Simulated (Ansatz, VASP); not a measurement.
One calculation of MoN2, two programs

File INCAR:

```
ALGO     = Normal         # electronic algorithm
EDIFF    = 1E-7           # SCF threshold, eV
ENCUT    = 520            # plane-wave cutoff, eV
GGA      = PE             # functional
ISIF     = 2              # what is computed and relaxed
ISMEAR   = 0              # smearing method
LASPH    = T              # aspherical terms in the spheres
LCHARG   = F              # write CHGCAR
LREAL    = F              # projectors in reciprocal space
LWAVE    = F              # write WAVECAR
NBANDS   = 33             # bands
NELM     = 60             # most SCF steps
PREC     = Accurate       # precision mode
SIGMA    = 0.15           # smearing width, eV
```

The input KPOINTS:

```
k-points
0
Gamma
  12 12 18
```

File POSCAR:

```
MoN2
1.0
    4.4140902057      0.0000000000      0.0000000000
    0.0000000000      4.2520336889      0.0000000000
    0.0000000000      0.0000000000      2.7518917152
Mo N
2 4
Direct
    0.5000000000      0.5000000000      0.0000000000
    0.0000000000      0.0000000000      0.0000000000
    0.8879039728      0.3879039728      0.5000000000
    0.1120960272      0.6120960272      0.5000000000
    0.3879039728      0.1120960272      0.5000000000
    0.6120960272      0.8879039728      0.5000000000
```

Input for Ansatz:

```yaml
crystal:
  lattice:
    - [4.4140902057, 0.0, 0.0]
    - [0.0, 4.2520336889, 0.0]
    - [0.0, 0.0, 2.7518917152]
  atoms:
    - { symbol: Mo, position: [0.5, 0.5, 0.0] }
    - { symbol: Mo, position: [0.0, 0.0, 0.0] }
    - { symbol: "N", position: [0.8879039728, 0.3879039728, 0.5] }
    - { symbol: "N", position: [0.1120960272, 0.6120960272, 0.5] }
    - { symbol: "N", position: [0.3879039728, 0.1120960272, 0.5] }
    - { symbol: "N", position: [0.6120960272, 0.8879039728, 0.5] }
basis:
  ecutwfc: 420
kpoints:
  mp_grid: { grid: [12, 12, 18] }
hamiltonian:
  xc: pbe
scf:
  occupations: { method: gaussian, width: 0.15 }
output:
  forces: true
  stress: true
  eigenvalues: true
```

Change from the starting cell: strain +0.0187 x Voigt [1, -1, 0, 0, 0, 0], atoms carried along.

Alike in both runs: task single point; functional PBE; k mesh 12 × 12 × 18; occupations gaussian, width 0.15 eV; no spin polarisation.

```csv
,VASP,Ansatz
version,VASP 6.6.1,Ansatz 0.2.0
potentials or method,"VASP PAW PBE potentials, release 64 (Mo_sv, N), cutoff 520 eV","scalar-relativistic, plane waves, PAW"
valence electrons in the cell,48,48
```

|  | VASP | Ansatz | Ansatz less VASP |
| --- | --- | --- | --- |
| gap on the k mesh at the Fermi level (eV) | none | none | - |
| pressure (GPa) | 1.1 | 0.6 | -0.53 |
| traceless stress, the component that is largest in VASP (GPa) | 10.04 | 9.92 | -0.128 |
| rms of the force components (eV/Å) | 0.104 | 0.102 | -0.0019 |

Atom by atom the forces differ by 0.039 eV/Å (rms over components). A gap of «none» marks a metal or a gap that the smearing closes.
